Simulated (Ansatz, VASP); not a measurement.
# Two plane-wave programs on MoS2

Contents of POSCAR:

```
MoS2
1.0
    3.1842713585      0.0000000000      0.0000000000
   -1.5921356792      2.7576598890     -0.0413648983
    0.0000000000     -0.4262822108     28.4188140530
Mo S
3 6
Direct
    0.6666666667      0.3333333333      0.0000000000
    0.3333333333      0.6666666667      0.7714360451
    0.3333333333      0.6666666667      0.2285639549
    0.3333333333      0.6666666667      0.0546374042
    0.6666666667      0.3333333333      0.8260779181
    0.6666666667      0.3333333333      0.2831796040
    0.3333333333      0.6666666667      0.9453625958
    0.6666666667      0.3333333333      0.7168203960
    0.6666666667      0.3333333333      0.1739220819
```

Contents of INCAR.step1:

```
PREC     = Accurate       # precision mode
ENCUT    = 520            # plane-wave cutoff, eV
ISMEAR   = 0              # smearing method
SIGMA    = 0.05           # smearing width, eV
LREAL    = False          # projectors in reciprocal space
LASPH    = True           # aspherical terms in the spheres
NELM     = 100            # most SCF steps
NBANDS   = 49             # bands
GGA      = PE             # functional
ALGO     = Normal         # electronic algorithm
EDIFF    = 1E-4           # SCF threshold, eV
LWAVE    = True           # write WAVECAR
LCHARG   = False          # write CHGCAR
```

The input INCAR.step2:

```
PREC     = Accurate       # precision mode
ENCUT    = 520            # plane-wave cutoff, eV
EDIFF    = 1E-6           # SCF threshold, eV
ISMEAR   = 0              # smearing method
SIGMA    = 0.05           # smearing width, eV
LREAL    = False          # projectors in reciprocal space
LASPH    = True           # aspherical terms in the spheres
NELM     = 100            # most SCF steps
ALGO     = Normal         # electronic algorithm
ISIF     = 2              # what is computed and relaxed
LWAVE    = False          # write WAVECAR
LCHARG   = False          # write CHGCAR
METAGGA  = R2SCAN         # meta-GGA
LMIXTAU  = True         
NBANDS   = 49             # bands
ISTART   = 1
```

KPOINTS

```
regular mesh
0
Gamma
  12 12 1
```

Input for Ansatz:

```yaml
crystal:
  lattice:
    - [3.1842713585, 0.0, 0.0]
    - [-1.5921356792, 2.757659889, -0.0413648983]
    - [0.0, -0.4262822108, 28.418814053]
  atoms:
    - { symbol: Mo, position: [0.6666666667, 0.3333333333, 0.0] }
    - { symbol: Mo, position: [0.3333333333, 0.6666666667, 0.7714360451] }
    - { symbol: Mo, position: [0.3333333333, 0.6666666667, 0.2285639549] }
    - { symbol: S, position: [0.3333333333, 0.6666666667, 0.0546374042] }
    - { symbol: S, position: [0.6666666667, 0.3333333333, 0.8260779181] }
    - { symbol: S, position: [0.6666666667, 0.3333333333, 0.283179604] }
    - { symbol: S, position: [0.3333333333, 0.6666666667, 0.9453625958] }
    - { symbol: S, position: [0.6666666667, 0.3333333333, 0.716820396] }
    - { symbol: S, position: [0.6666666667, 0.3333333333, 0.1739220819] }
basis:
  ecutwfc: 500
kpoints:
  mp_grid: { grid: [12, 12, 1] }
hamiltonian:
  xc: r2scan
scf:
  occupations: { method: gaussian, width: 0.05 }
output:
  forces: true
  stress: true
  eigenvalues: true
```

Change from the starting cell: strain -0.0300 x Voigt [0, 0, 0, 1, 0, 0], atoms carried along.

Alike in both runs: task single point; functional r2SCAN; k mesh 12 × 12 × 1; occupations gaussian, width 0.05 eV; no spin polarisation.

|  | VASP | Ansatz |
| --- | --- | --- |
| version | VASP 6.6.1 | Ansatz 0.2.0 |
| potentials or method | VASP PAW PBE potentials, release 64 (Mo_sv, S), cutoff 520 eV | scalar-relativistic, plane waves, PAW |
| valence electrons in the cell | 78 | 78 |

VASP gave:

```
gap on the k mesh at the Fermi level (eV) : 1.27
least direct gap on the mesh (eV)         : 1.74
rms of the force components (eV/Å)        : 0.207
```

Task: Estimate Ansatz's values.

Result: gap on the k mesh at the Fermi level (eV): 1.25; least direct gap on the mesh (eV): 1.73; rms of the force components (eV/Å): 0.207.

VASP's potentials were made for PBE, not for r2SCAN. Atom by atom the forces differ by 0.002 eV/Å (rms over components). With one functional, cell and mesh, what is left measures potentials, basis and numerics.
